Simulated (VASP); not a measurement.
# Sn3Se (Pm-3m) in VASP: settings compared, part 2 of 2

VASP 6.6.1.

### Step 3. Single point, PBEsol+D3(BJ)

This run uses another cell than the first one, of 26.66 Å³/atom, 1.055 times its volume.

Contents of INCAR:

```
SYSTEM = Sn3Se
ALGO = Normal
EDIFF = 1E-6
ENCUT = 520
GGA = PS
ISIF = 2
ISMEAR = -1
IVDW = 12
LASPH = .True.
LCHARG = .False.
LREAL = .False.
LWAVE = .False.
NBANDS = 32
NELM = 80
PREC = Accurate
SIGMA = 0.05
```

Contents of KPOINTS:

```
k-points
0
Gamma
  6 6 6
  0 0 0
```

Contents of POSCAR:

```
Sn3Se
1.0
    4.7418790000      0.0000000000      0.0000000000
    0.0000000000      4.7418790000      0.0000000000
    0.0000000000      0.0000000000      4.7418790000
Sn Se
3 1
Direct
    0.5000000000      0.5000000000      0.0000000000
    0.5000000000      0.0000000000      0.5000000000
    0.0000000000      0.5000000000      0.5000000000
    0.0000000000      0.0000000000      0.0000000000
```

Potentials or basis: VASP PAW PBE potentials, release 64 (Sn_d, Se).

On the command line:

```bash
$ cat potpaw_PBE.64/Sn_d/POTCAR potpaw_PBE.64/Se/POTCAR > POTCAR
$ mpirun -np 1 vasp_std > vasp.out
```

OUTCAR:

```text
SYSTEM = Sn3Se
   EDIFF = 1E-6
   ENCUT = 520
   GGA = PS
   ISIF = 2
   ISMEAR = -1
   IVDW = 12
   LASPH = .True.
   LREAL = .False.
   NELM = 80
   PREC = Accurate
 IVDW          = 12

 ion  position               nearest neighbor table
   1  0.500  0.500  0.000-   2 3.35   3 3.35   2 3.35   3 3.35   2 3.35   2 3.35   3 3.35   3 3.35

   2  0.500  0.000  0.500-   1 3.35   3 3.35   1 3.35   1 3.35   3 3.35   1 3.35   3 3.35   3 3.35

   3  0.000  0.500  0.500-   1 3.35   2 3.35   1 3.35   2 3.35   1 3.35   2 3.35   1 3.35   2 3.35

   4  0.000  0.000  0.000-

  LATTYP: Found a simple cubic cell.
 ALAT       =     4.7418790000

  Lattice vectors:

 A1 = (   4.7418790000,   0.0000000000,   0.0000000000)
 A2 = (   0.0000000000,   4.7418790000,   0.0000000000)
 A3 = (   0.0000000000,   0.0000000000,   4.7418790000)

Analysis of symmetry for initial positions (statically):
=====================================================================
 Subroutine PRICEL returns:
 Original cell was already a primitive cell.

[... 164 lines left out ...]
  free energy    TOTEN  =       -16.53265818 eV

  energy without entropy =      -16.51221691  energy(sigma->0) =      -16.52243755

 E-fermi :   7.0696     XC(G=0): -10.3151

 val. band max:        7.0443122674   @ k =   0.0000   0.0000   0.0000
 cond. band min:       7.1085568263   @ k =   0.3333   0.3333   0.3333
 fundamental gap:      0.0642445590
 Fermi energy:         7.0695731787

 k-point     1 :       0.0000    0.0000    0.0000
  band No.  band energies     occupation
      1     -14.5948      2.00000
      2     -14.5948      2.00000
      3     -14.5948      2.00000
      4     -14.5722      2.00000
      5     -14.5722      2.00000
      6     -14.5420      2.00000
[... 689 lines left out ...]
     31      13.1779      0.00000
     32      13.9892      0.00000

------------------------ aborting loop because EDIFF is reached ----------------------------------------

 Edisp (eV)   -1.46621

 E8    (eV) :    -1.0107

  FORCE on cell =-STRESS in cart. coord.  units (eV):
  Direction    XX          YY          ZZ          XY          YZ          ZX
  --------------------------------------------------------------------------------------
  -------------------------------------------------------------------------------------
  Total      -3.30597    -3.30597    -3.30597    -0.00000     0.00000     0.00000
  in kB     -49.67738   -49.67738   -49.67738    -0.00000     0.00000     0.00000
  external pressure =      -49.68 kB  Pullay stress =        0.00 kB

 VOLUME and BASIS-vectors are now :
 -----------------------------------------------------------------------------
  energy-cutoff  :      520.00
  volume of cell :      106.62
      direct lattice vectors                 reciprocal lattice vectors
     4.741879000  0.000000000  0.000000000     0.210886866  0.000000000  0.000000000
     0.000000000  4.741879000  0.000000000     0.000000000  0.210886866  0.000000000
     0.000000000  0.000000000  4.741879000     0.000000000  0.000000000  0.210886866

 POSITION                                       TOTAL-FORCE (eV/Angst)
 -----------------------------------------------------------------------------------
      2.37094      2.37094      0.00000         0.000000      0.000000      0.000000
      2.37094      0.00000      2.37094         0.000000      0.000000      0.000000
      0.00000      2.37094      2.37094         0.000000      0.000000      0.000000
      0.00000      0.00000      0.00000         0.000000      0.000000      0.000000
 -----------------------------------------------------------------------------------
    total drift:                                0.000000      0.000000      0.000000

  FREE ENERGIE OF THE ION-ELECTRON SYSTEM (eV)
  ---------------------------------------------------
  free  energy   TOTEN  =       -17.9988641602 eV

  energy  without entropy=      -17.9784228895  energy(sigma->0) =      -17.98864352
```

OSZICAR:

```text
N       E                     dE             d eps       ncg     rms          rms(c)
DAV:   1     0.447796929325E+03    0.44780E+03   -0.23553E+04  1312   0.217E+03
DAV:   2     0.423430591500E+02   -0.40545E+03   -0.39272E+03  1288   0.550E+02
DAV:   3    -0.140274755713E+02   -0.56371E+02   -0.54360E+02  1560   0.173E+02
DAV:   4    -0.166118717198E+02   -0.25844E+01   -0.25737E+01  1440   0.394E+01
DAV:   5    -0.166907829092E+02   -0.78911E-01   -0.78904E-01  1760   0.732E+00    0.354E+00
DAV:   6    -0.165527906595E+02    0.13799E+00   -0.20248E-01  1720   0.391E+00    0.204E+00
DAV:   7    -0.165361309623E+02    0.16660E-01   -0.69363E-02  1552   0.167E+00    0.872E-01
DAV:   8    -0.165327795651E+02    0.33514E-02   -0.11023E-02  1632   0.662E-01    0.126E-01
DAV:   9    -0.165326606481E+02    0.11892E-03   -0.13262E-03  1456   0.308E-01    0.423E-02
DAV:  10    -0.165326587403E+02    0.19078E-05   -0.18830E-04  1744   0.135E-01    0.186E-02
DAV:  11    -0.165326580863E+02    0.65401E-06   -0.14792E-05  1520   0.305E-02    0.524E-03
DAV:  12    -0.165326581835E+02   -0.97181E-07   -0.12518E-06  1064   0.877E-03
   1 F= -.17998864E+02 E0= -.17988644E+02  d E =-.204413E-01
```

Wall time 19 s (1 thread of Intel Xeon 6975P-C (Granite Rapids), shared host); peak memory 0.23 GiB.

Results:

```yaml
Free_energy: -17.9989 eV
Pressure: -5.0 GPa
Band_gap_on_the_k_mesh: zero (band 24 reaches 9.06 eV, above the bottom of band 25 at 6.77 eV)
Dispersion_energy_per_atom: -0.367 eV
```

Levels at points of the mesh, in eV from the Fermi level:
| k point | band 20 | band 21 | band 22 | band 23 | band 24 | band 25 | band 26 | band 27 | band 28 | band 29 |
| --- | --- | --- | --- | --- | --- | --- | --- | --- | --- | --- |
| (0.00, 0.00, 0.00) | -4.30 | -4.30 | -4.30 | -0.03 | -0.03 | -0.03 | 2.29 | 2.29 | 2.29 | 4.21 |
| (0.50, 0.00, 0.00) | -3.23 | -3.23 | -1.86 | -1.77 | -1.77 | -0.15 | 1.88 | 2.15 | 2.20 | 2.20 |
| (0.50, 0.50, 0.00) | -2.55 | -2.36 | -2.01 | -2.01 | -0.63 | 0.08 | 0.08 | 0.11 | 3.16 | 3.16 |
| (0.50, 0.50, 0.50) | -5.23 | -5.23 | -5.23 | -4.69 | 1.99 | 1.99 | 1.99 | 5.88 | 5.88 | 6.11 |

Caveat: three body term missing; the PAW data sets were made with another functional, which shifts forces and pressure a little; spin-orbit coupling is left out, which moves the levels of the heavy elements; pairwise dispersion overbinds metals, which lowers pressure and volume.

### Step 4. Single point, PBEsol

This run uses another cell than the first one, of 25.06 Å³/atom, 0.992 times its volume.

Contents of INCAR:

```
PREC = Accurate
ENCUT = 520
EDIFF = 1E-6
ISMEAR = -1
SIGMA = 0.05
LREAL = F
LASPH = T
NELM = 80
ALGO = Normal
ISIF = 2
LWAVE = F
LCHARG = F
GGA = PS
NBANDS = 32
```

Contents of KPOINTS:

```
regular mesh
0
Gamma
  6 6 6
```

Contents of POSCAR:

```
Sn3Se
1.0
    4.6450787976      0.0000000000      0.0000000000
    0.0000000000      4.6450787976      0.0000000000
    0.0000000000      0.0000000000      4.6450787976
Sn Se
3 1
Direct
    0.5000000000      0.5000000000      0.0000000000
    0.5000000000      0.0000000000      0.5000000000
    0.0000000000      0.5000000000      0.5000000000
    0.0000000000      0.0000000000      0.0000000000
```

On the command line:

```bash
$ cat potpaw_PBE.64/Sn_d/POTCAR potpaw_PBE.64/Se/POTCAR > POTCAR
$ mpirun -np 1 vasp_std > vasp.out
```

It took 18 s on 1 thread of Intel Xeon 6975P-C (Granite Rapids), shared host; peak memory 0.22 GiB.

Results (log left out):

| Item | Value |
| --- | --- |
| Free energy | -16.5786 eV |
| Pressure | 0.4 GPa |
| Band gap on the k mesh | zero (band 24 reaches 9.98 eV, above the bottom of band 25 at 7.47 eV) |

Levels at points of the mesh, in eV from the Fermi level:
```tsv
k point	band 20	band 21	band 22	band 23	band 24	band 25	band 26	band 27	band 28	band 29
(0.00, 0.00, 0.00)	-4.60	-4.60	-4.60	-0.02	-0.02	-0.02	2.40	2.40	2.40	4.29
(0.50, 0.00, 0.00)	-3.45	-3.45	-1.97	-1.92	-1.92	-0.27	2.13	2.35	2.35	2.49
(0.50, 0.50, 0.00)	-2.72	-2.48	-1.99	-1.99	-0.55	0.02	0.02	0.09	3.41	3.41
(0.50, 0.50, 0.50)	-5.60	-5.60	-5.60	-5.01	2.19	2.19	2.19	6.28	6.28	6.54
```

Caveat: the PAW data sets were made with another functional, which shifts forces and pressure a little; spin-orbit coupling is left out, which moves the levels of the heavy elements.

### Step 5. Single point, PBEsol

This run uses another cell than the first one, of 25.59 Å³/atom, 1.013 times its volume.

Contents of INCAR:

```
SYSTEM = Sn3Se
PREC = Accurate
ENCUT = 520
EDIFF = 1E-6
ISMEAR = -1
SIGMA = 0.05
LREAL = .False.
LASPH = .True.
NELM = 80
ALGO = Normal
ISIF = 2
LWAVE = .False.
LCHARG = .False.
GGA = PS
NBANDS = 32
```

Contents of KPOINTS:

```
regular mesh
0
Gamma
  6 6 6
  0 0 0
```

Contents of POSCAR:

```
Sn3Se
1.0
    4.6777916979      0.0000000000      0.0000000000
    0.0000000000      4.6777916979      0.0000000000
    0.0000000000      0.0000000000      4.6777916979
Sn Se
3 1
Direct
    0.5000000000      0.5000000000      0.0000000000
    0.5000000000      0.0000000000      0.5000000000
    0.0000000000      0.5000000000      0.5000000000
    0.0000000000      0.0000000000      0.0000000000
```

On the command line:

```bash
$ cat potpaw_PBE.64/Sn_d/POTCAR potpaw_PBE.64/Se/POTCAR > POTCAR
$ mpirun -np 1 vasp_std > vasp.out
```

It took 19 s on 1 thread of Intel Xeon 6975P-C (Granite Rapids), shared host; peak memory 0.22 GiB.

Results (log left out):

```yaml
Free_energy: -16.5771 eV
Pressure: -0.7 GPa
Band_gap_on_the_k_mesh: zero (band 24 reaches 9.66 eV, above the bottom of band 25 at 7.23 eV)
```

Levels at points of the mesh, in eV from the Fermi level:
```csv
k point,band 21,band 22,band 23,band 24,band 25,band 26,band 27,band 28
"(0.00, 0.00, 0.00)",-4.50,-4.50,-0.02,-0.02,-0.02,2.36,2.36,2.36
"(0.50, 0.00, 0.00)",-3.38,-1.93,-1.87,-1.87,-0.23,2.04,2.30,2.30
"(0.50, 0.50, 0.00)",-2.44,-2.00,-2.00,-0.58,0.04,0.04,0.10,3.32
"(0.50, 0.50, 0.50)",-5.48,-5.48,-4.90,2.12,2.12,2.12,6.14,6.14
```

Caveat: the PAW data sets were made with another functional, which shifts forces and pressure a little; spin-orbit coupling is left out, which moves the levels of the heavy elements.

### Step 6. Single point, PBEsol

This run uses another cell than the first one, of 26.12 Å³/atom, 1.034 times its volume.

Contents of INCAR:

```
  PREC = Accurate
  ENCUT = 520
  EDIFF = 1E-6
  ISMEAR = -1
  SIGMA = 0.05
  LREAL = False
  LASPH = True
  NELM = 60
  ALGO = Normal
  ISIF = 2
  LWAVE = False
  LCHARG = False
  GGA = PS
  NBANDS = 32
```

Contents of KPOINTS:

```
Automatic mesh
0
Gamma
  6 6 6
```

Contents of POSCAR:

```
Sn3Se
1.0
    4.7100533498      0.0000000000      0.0000000000
    0.0000000000      4.7100533498      0.0000000000
    0.0000000000      0.0000000000      4.7100533498
Sn Se
3 1
Direct
    0.5000000000      0.5000000000      0.0000000000
    0.5000000000      0.0000000000      0.5000000000
    0.0000000000      0.5000000000      0.5000000000
    0.0000000000      0.0000000000      0.0000000000
```

Potentials or basis: VASP PAW PBE potentials, release 64 (Sn_d, Se).

On the command line:

```bash
$ cat potpaw_PBE.64/Sn_d/POTCAR potpaw_PBE.64/Se/POTCAR > POTCAR
$ mpirun -np 1 vasp_std > vasp.out
```

Run time: 21 s. Hardware: 1 thread of Intel Xeon 6975P-C (Granite Rapids), shared host; peak memory 0.22 GiB.

The run converged. Its results:

- Free energy: -16.5614 eV
- Pressure: -1.7 GPa
- Band gap on the k mesh: zero (band 24 reaches 9.36 eV, above the bottom of band 25 at 7.00 eV)

Levels at points of the mesh, in eV from the Fermi level:
| k point | band 20 | band 21 | band 22 | band 23 | band 24 | band 25 | band 26 | band 27 | band 28 | band 29 |
| --- | --- | --- | --- | --- | --- | --- | --- | --- | --- | --- |
| (0.00, 0.00, 0.00) | -4.40 | -4.40 | -4.40 | -0.02 | -0.02 | -0.02 | 2.32 | 2.32 | 2.32 | 4.23 |
| (0.50, 0.00, 0.00) | -3.30 | -3.30 | -1.89 | -1.82 | -1.82 | -0.19 | 1.96 | 2.25 | 2.25 | 2.26 |
| (0.50, 0.50, 0.00) | -2.60 | -2.40 | -2.01 | -2.01 | -0.61 | 0.06 | 0.06 | 0.11 | 3.24 | 3.24 |
| (0.50, 0.50, 0.50) | -5.35 | -5.35 | -5.35 | -4.79 | 2.06 | 2.06 | 2.06 | 6.01 | 6.01 | 6.25 |

Caveat: the PAW data sets were made with another functional, which shifts forces and pressure a little; spin-orbit coupling is left out, which moves the levels of the heavy elements.

### Step 7. Summary

```csv
level,cell,gap on the mesh (eV),pressure (GPa)
PBEsol,"a = 4.657 Å, 4 atoms",none,0.0
PBEsol+D3(BJ),"a = 4.742 Å, 4 atoms",none,-5.0
PBEsol,"a = 4.645 Å, 4 atoms",none,0.4
PBEsol,"a = 4.678 Å, 4 atoms",none,-0.7
PBEsol,"a = 4.710 Å, 4 atoms",none,-1.7
```

Alike in all rows: task single point; potentials or basis VASP PAW PBE potentials, release 64 (Sn_d, Se); no spin polarisation; k mesh 6 × 6 × 6; cutoff (eV) 520; smearing fermi-dirac 0.05 eV.

Caveats: the PAW data sets were made with another functional, which shifts forces and pressure a little; spin-orbit coupling is left out, which moves the levels of the heavy elements; three body term missing (some runs); pairwise dispersion overbinds metals, which lowers pressure and volume (some runs).

Absolute energies hang on the potentials; compare differences alone.
